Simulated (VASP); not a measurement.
# Al (Fm-3m) in VASP: further runs, part 2 of 2

VASP 6.6.1.

**3. Single point, PBE**

This run uses another cell than the first one, of 16.49 Å³/atom, 1.016 times its volume.

Contents of INCAR:

```
PREC = Accurate
ENCUT = 500
EDIFF = 1E-6
ISMEAR = 0
SIGMA = 0.1
LREAL = False
LASPH = True
NELM = 120
ALGO = Normal
ISIF = 2
LWAVE = False
LCHARG = True
GGA = PE
LELF = True
LVHAR = True
NBANDS = 8
GGA_COMPAT = False
```

Contents of KPOINTS:

```
Automatic mesh
0
Gamma
  18 18 18
```

Contents of POSCAR:

```
Al
1.0
    0.0000000000      2.0204029286      2.0204029286
    2.0204029286      0.0000000000      2.0204029286
    2.0204029286      2.0204029286      0.0000000000
Al
1
Direct
    0.0000000000      0.0000000000      0.0000000000
```

Potentials or basis: VASP PAW PBE potentials, release 64 (Al).

Command:

```sh
> cat potpaw_PBE.64/Al/POTCAR > POTCAR
> mpirun -np 1 vasp_std > vasp.out
```

OUTCAR:

```text
PREC = Accurate
   ENCUT = 500
   EDIFF = 1E-6
   ISMEAR = 0
   LREAL = False
   LASPH = True
   NELM = 120
   ISIF = 2
   GGA = PE

 ion  position               nearest neighbor table
   1  0.000  0.000  0.000-

  LATTYP: Found a face centered cubic cell.
 ALAT       =     4.0408058572

  Lattice vectors:

 A1 = (   0.0000000000,   2.0204029286,   2.0204029286)
 A2 = (   2.0204029286,   0.0000000000,   2.0204029286)
 A3 = (   2.0204029286,   2.0204029286,   0.0000000000)

Analysis of symmetry for initial positions (statically):
=====================================================================
 Subroutine PRICEL returns:
 Original cell was already a primitive cell.

 Routine SETGRP: Setting up the symmetry group for a
 face centered cubic supercell.

 Subroutine GETGRP returns: Found 48 space group operations
 (whereof 48 operations were pure point group operations)
 out of a pool of 48 trial point group operations.

The static configuration has the point symmetry O_h .

Analysis of symmetry for dynamics (positions and initial velocities):
=====================================================================
 Subroutine PRICEL returns:
[... 155 lines left out ...]

 E-fermi :   7.9948     XC(G=0): -10.1977

 val. band max:        7.9882799429   @ k =  -0.2778   0.2778   0.0556
 cond. band min:       7.9954105696   @ k =  -0.2778   0.5000   0.2222
 fundamental gap:      0.0071306268
 Fermi energy:         7.9948145840

 k-point     1 :       0.0000    0.0000    0.0000
  band No.  band energies     occupation
      1      -3.1330      2.00000
      2      20.6247      0.00000
      3      20.6247      0.00000
      4      20.6247      0.00000
      5      22.1190      0.00000
      6      22.1190      0.00000
      7      22.1190      0.00000
      8      24.4718      0.00000
[... 243 lines left out ...]
 k-point    24 :      -0.2222    0.0556    0.0000
  band No.  band energies     occupation
      1      -1.4915      2.00000
      2      11.8452      0.00000
      3      17.2904      0.00000
      4      20.1425      0.00000
      5      21.8884      0.00000
      6      22.9393      0.00000
      7      23.3867      0.00000
      8      25.5893      0.00000

 [... further k-points ...]
[... 5 lines left out ...]
  --------------------------------------------------------------------------------------
  -------------------------------------------------------------------------------------
  Total       -0.0008623     -0.0008623     -0.0008623      0.0000000     -0.0000000     -0.0000000
  in kB       -0.0837612     -0.0837612     -0.0837612      0.0000000     -0.0000000     -0.0000000
  external PRESSURE =      -0.0837612 kB  Pullay stress =       0.0000000 kB

 VOLUME and BASIS-vectors are now :
 -----------------------------------------------------------------------------
  energy-cutoff  :      500.00
  volume of cell :       16.49
      direct lattice vectors                 reciprocal lattice vectors
     0.000000000  2.020402929  2.020402929    -0.247475389  0.247475389  0.247475389
     2.020402929  0.000000000  2.020402929     0.247475389 -0.247475389  0.247475389
     2.020402929  2.020402929  0.000000000     0.247475389  0.247475389 -0.247475389

 POSITION                                       TOTAL-FORCE (eV/Angst)
 -----------------------------------------------------------------------------------
      0.00000      0.00000      0.00000         0.000000     -0.000000     -0.000000
 -----------------------------------------------------------------------------------
    total drift:                                0.000000      0.000000     -0.000000

  FREE ENERGIE OF THE ION-ELECTRON SYSTEM (eV)
  ---------------------------------------------------
  free  energy   TOTEN  =        -3.7445241653 eV

  energy  without entropy=       -3.7415975665  energy(sigma->0) =       -3.74306087
```

OSZICAR:

```text
N       E                     dE             d eps       ncg     rms          rms(c)
DAV:   1    -0.240175769964E+01   -0.24018E+01   -0.84493E+02  3128   0.198E+02
DAV:   2    -0.376009991016E+01   -0.13583E+01   -0.13247E+01  4304   0.184E+01
DAV:   3    -0.376698324237E+01   -0.68833E-02   -0.68669E-02  4144   0.147E+00
DAV:   4    -0.376699792464E+01   -0.14682E-04   -0.14681E-04  4776   0.570E-02
DAV:   5    -0.376699793547E+01   -0.10825E-07   -0.11584E-07  4160   0.116E-03    0.130E+00
DAV:   6    -0.375400975883E+01    0.12988E-01   -0.16483E-03  4200   0.193E-01    0.758E-01
DAV:   7    -0.374453096831E+01    0.94788E-02   -0.49381E-03  3992   0.313E-01    0.147E-01
DAV:   8    -0.374452607911E+01    0.48892E-05   -0.13249E-05  4472   0.260E-02    0.815E-03
DAV:   9    -0.374452452350E+01    0.15556E-05   -0.85541E-07  4432   0.407E-03    0.675E-04
DAV:  10    -0.374452416526E+01    0.35824E-06   -0.35287E-09  2744   0.418E-04
   1 F= -.37445242E+01 E0= -.37430609E+01  d E =-.292660E-02
```

stdout:

```text
POSCAR found type information on POSCAR Al
 POSCAR found :  1 types and       1 ions
 scaLAPACK will be used
 LDA part: xc-table for (Slater+PW92), standard interpolation
 POSCAR, INCAR and KPOINTS ok, starting setup
 FFT: planning ... GRIDC
 FFT: planning ... GRID_SOFT
 FFT: planning ... GRID
 WAVECAR not read
 entering main loop
```

It took 23 s on 1 thread of AMD EPYC 7R43 (Zen 3), shared host; peak memory 0.11 GiB.

Results:

| Quantity | Value |
| --- | --- |
| Free energy | -3.7445 eV |
| Pressure | 0.0 GPa |

Levels at points of the mesh, in eV from the Fermi level:
```
           k point  band 1  band 2  band 3  band 4  band 5  band 6
(0.00, 0.00, 0.00)  -11.13   12.63   12.63   12.63   14.12   14.12
(0.50, 0.00, 0.00)   -4.59   -4.37   11.42   11.42   11.47   11.47
(0.50, 0.50, 0.00)   -2.92   -1.59    5.27    5.60    5.60    9.08
```

**4. Relaxation of cell and atoms, PBE**

Contents of INCAR:

```
SYSTEM = Al
  ALGO = Normal
  EDIFF = 1E-7
  EDIFFG = -0.002
  ENCUT = 500
  GGA = PE
  GGA_COMPAT = .FALSE.
  IBRION = 2
  ISIF = 3
  ISMEAR = 0
  LASPH = .TRUE.
  LCHARG = .FALSE.
  LREAL = .FALSE.
  LWAVE = .FALSE.
  NELM = 120
  NELMIN = 4
  NSW = 100
  PREC = Accurate
  SIGMA = 0.1
```

Contents of KPOINTS:

```
k-points
0
G
  18 18 18
  0 0 0
```

Contents of POSCAR:

```
Al
1.0
    0.0000000000      2.0100000000      2.0100000000
    2.0100000000      0.0000000000      2.0100000000
    2.0100000000      2.0100000000      0.0000000000
Al
1
Direct
    0.0000000000      0.0000000000      0.0000000000
```

Potentials or basis: VASP PAW PBE potentials, release 64 (Al).

Command:

```sh
> cat potpaw_PBE.64/Al/POTCAR > POTCAR
> mpirun -np 1 vasp_std > vasp.out
```

OUTCAR:

```text
SYSTEM = Al
   EDIFF = 1E-7
   EDIFFG = -0.002
   ENCUT = 500
   GGA = PE
   IBRION = 2
   ISIF = 3
   ISMEAR = 0
   LASPH = .TRUE.
   LREAL = .FALSE.
   NELM = 120
   NELMIN = 4
   NSW = 100
   PREC = Accurate

 ion  position               nearest neighbor table
   1  0.000  0.000  0.000-

  LATTYP: Found a face centered cubic cell.
 ALAT       =     4.0200000000

  Lattice vectors:

 A1 = (   0.0000000000,   2.0100000000,   2.0100000000)
 A2 = (   2.0100000000,   0.0000000000,   2.0100000000)
 A3 = (   2.0100000000,   2.0100000000,   0.0000000000)

Analysis of symmetry for initial positions (statically):
=====================================================================
 Subroutine PRICEL returns:
 Original cell was already a primitive cell.

 Routine SETGRP: Setting up the symmetry group for a
 face centered cubic supercell.

 Subroutine GETGRP returns: Found 48 space group operations
 (whereof 48 operations were pure point group operations)
 out of a pool of 48 trial point group operations.

The static configuration has the point symmetry O_h .

Analysis of symmetry for dynamics (positions and initial velocities):
[... 163 lines left out ...]
  FORCE on cell =-STRESS in cart. coord.  units (eV):
  Direction    XX          YY          ZZ          XY          YZ          ZX
  --------------------------------------------------------------------------------------
  -------------------------------------------------------------------------------------
  Total        0.1231628      0.1231628      0.1231628     -0.0000000     -0.0000000      0.0000000
  in kB       12.1498805     12.1498805     12.1498805     -0.0000000     -0.0000000      0.0000000
  external PRESSURE =      12.1498805 kB  Pullay stress =       0.0000000 kB
[... 57 lines left out ...]
--------------------------------------- Ionic step        3  -------------------------------------------

 number of electron       3.0000000 magnetization

 Free energy of the ion-electron system (eV)
  ---------------------------------------------------
  ext. energy  EPLUGINS =         0.00000000
  ---------------------------------------------------
  free energy    TOTEN  =        -3.74450899 eV

  energy without entropy =       -3.74158143  energy(sigma->0) =       -3.74304521

 E-fermi :   7.9963     XC(G=0): -10.1982

 val. band max:        7.9897227158   @ k =  -0.2778   0.2778   0.0556
 cond. band min:       7.9967834709   @ k =  -0.2778   0.5000   0.2222
 fundamental gap:      0.0070607551
 Fermi energy:         7.9963299475

 k-point     1 :       0.0000    0.0000    0.0000
  band No.  band energies     occupation
      1      -3.1325      2.00000
      2      20.6270      0.00000
      3      20.6270      0.00000
      4      20.6270      0.00000
      5      22.1224      0.00000
[... 177 lines left out ...]
 k-point    24 :      -0.2222    0.0556    0.0000
  band No.  band energies     occupation
      1      -1.4908      2.00000
      2      11.8470      0.00000
      3      17.2928      0.00000
      4      20.1452      0.00000
      5      21.8912      0.00000

 [... further k-points ...]
[... 5 lines left out ...]
  --------------------------------------------------------------------------------------
  -------------------------------------------------------------------------------------
  Total        0.0002167      0.0002167      0.0002167     -0.0000000      0.0000000      0.0000000
  in kB        0.0210520      0.0210520      0.0210520     -0.0000000      0.0000000      0.0000000
  external PRESSURE =       0.0210520 kB  Pullay stress =       0.0000000 kB
[... 16 lines left out ...]
  FREE ENERGIE OF THE ION-ELECTRON SYSTEM (eV)
  ---------------------------------------------------
  free  energy   TOTEN  =        -3.7445089851 eV

  energy  without entropy=       -3.7415814344  energy(sigma->0) =       -3.74304521

 reached required accuracy - stopping structural energy minimisation
```

OSZICAR:

```text
N       E                     dE             d eps       ncg     rms          rms(c)
DAV:   1    -0.151597679141E+01   -0.15160E+01   -0.83816E+02  2060   0.316E+02
DAV:   2    -0.374945390858E+01   -0.22335E+01   -0.20007E+01  2475   0.309E+01
DAV:   3    -0.376627949766E+01   -0.16826E-01   -0.16775E-01  2640   0.337E+00
[... 16 lines left out ...]
   2 F= -.37444858E+01 E0= -.37430303E+01  d E =-.914045E-03
       N       E                     dE             d eps       ncg     rms          rms(c)
DAV:   1    -0.374451059354E+01   -0.24803E-04   -0.29015E-04  2460   0.108E-01    0.143E-02
DAV:   2    -0.374450954915E+01    0.10444E-05   -0.18359E-06  2135   0.118E-02    0.542E-03
DAV:   3    -0.374450895036E+01    0.59879E-06   -0.28310E-07  2410   0.338E-03    0.165E-03
DAV:   4    -0.374450898514E+01   -0.34772E-07   -0.24308E-08  1135   0.988E-04
   3 F= -.37445090E+01 E0= -.37430452E+01  d E =-.937239E-03
```

Run time: 24 s. Hardware: 1 thread of AMD EPYC 7R43 (Zen 3), shared host; peak memory 0.11 GiB.

Results:

```yaml
Free_energy: -3.7445 eV
Relaxed_volume: 16.49 Å³/atom
Relaxed_cell: a = 2.857 Å, b = 2.857 Å, c = 2.857 Å, α = 60.00°, β = 60.00°, γ = 60.00°
Space_group_after_relaxing_to_0.05_Å: Fm-3m (No. 225)
Energy_gained_by_relaxing: 0.9 meV/atom
Ionic_steps: 3
Pressure_after_relaxing: 0.0 GPa
```

The path:
| step | energy change (eV) | largest force (eV/Å) | pressure (GPa) | volume (Å³) |
| --- | --- | --- | --- | --- |
| 1 | 0.0000 | 0.0000 | 1.21 | 16.24 |
| 2 | -0.0009 | 0.0000 | -0.18 | 16.53 |
| 3 | -0.0009 | 0.0000 | 0.00 | 16.49 |

Final structure:
```yaml
crystal:
  lattice:
    - [0.00000, 2.02031, 2.02031]
    - [2.02031, 0.00000, 2.02031]
    - [2.02031, 2.02031, 0.00000]
  atoms:
    - { symbol: Al, position: [0.00000, 0.00000, 0.00000] }
```

Levels at points of the mesh, in eV from the Fermi level:
| k point | band 1 | band 2 | band 3 | band 4 | band 5 |
| --- | --- | --- | --- | --- | --- |
| (0.00, 0.00, 0.00) | -11.13 | 12.63 | 12.63 | 12.63 | 14.13 |
| (0.50, 0.00, 0.00) | -4.59 | -4.37 | 11.42 | 11.47 | 11.47 |
| (0.50, 0.50, 0.00) | -2.92 | -1.59 | 5.27 | 5.61 | 5.61 |

**5. Summary**

```tsv
task	cell	k mesh	gap on the mesh (eV)	pressure (GPa)
single point	a = 2.843 Å, angles 60.0°, 1 atom	8 × 8 × 8	none	1.4
single point	a = 2.857 Å, angles 60.0°, 1 atom	18 × 18 × 18	none	0.0
relaxation of cell and atoms	relaxed from a = 2.843 Å, angles 60.0°, 1 atom	18 × 18 × 18	none	0.0
```

Alike in all rows: level PBE; potentials or basis VASP PAW PBE potentials, release 64 (Al); no spin polarisation; cutoff (eV) 500; smearing gaussian 0.1 eV.

Total energies depend on the potentials used, so only differences within one code and one set of settings carry meaning.
